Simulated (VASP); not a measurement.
Here is a VASP 6.6.1 calculation.

The input INCAR:

```
SYSTEM = ZnS
ALGO = Normal ; EDIFF = 1E-6
ENCUT = 520 ; GGA = PE
ISIF = 2 ; ISMEAR = 0
LASPH = .True. ; LCHARG = .False.
LREAL = .False. ; LWAVE = .False.
NBANDS = 46 ; NELM = 80
PREC = Accurate ; SIGMA = 0.05
```

File KPOINTS:

```
k-points
0
Gamma
  1 1 14
  0 0 0
```

Contents of POSCAR:

```
ZnS
1.0
   20.2000000000      0.0000000000      0.0000000000
    0.0000000000      9.3000000000      0.0000000000
    0.0000000000      0.0000000000      3.8860864419
Zn S
4 4
Direct
    0.2778581135      0.5000000000      0.0000000000
    0.4444645284      0.5000000000      0.5000000000
    0.6110709432      0.5000000000      0.0000000000
    0.7776773581      0.5000000000      0.5000000000
    0.2223226419      0.5000000000      0.5000000000
    0.3889290568      0.5000000000      0.0000000000
    0.5555354716      0.5000000000      0.5000000000
    0.7221418865      0.5000000000      0.0000000000
```

Potentials or basis: VASP PAW PBE potentials, release 64 (Zn, S).

Launch:

```bash
$ cat potpaw_PBE.64/Zn/POTCAR potpaw_PBE.64/S/POTCAR > POTCAR
$ mpirun -np 1 vasp_std > vasp.out
```

(1) What does it give for the band gap on the k mesh?

(2) Estimate the largest force.

Results:

(1) zero (bands 36 and 37 overlap by 0.05 eV).

(2) 0.857 eV/Å.
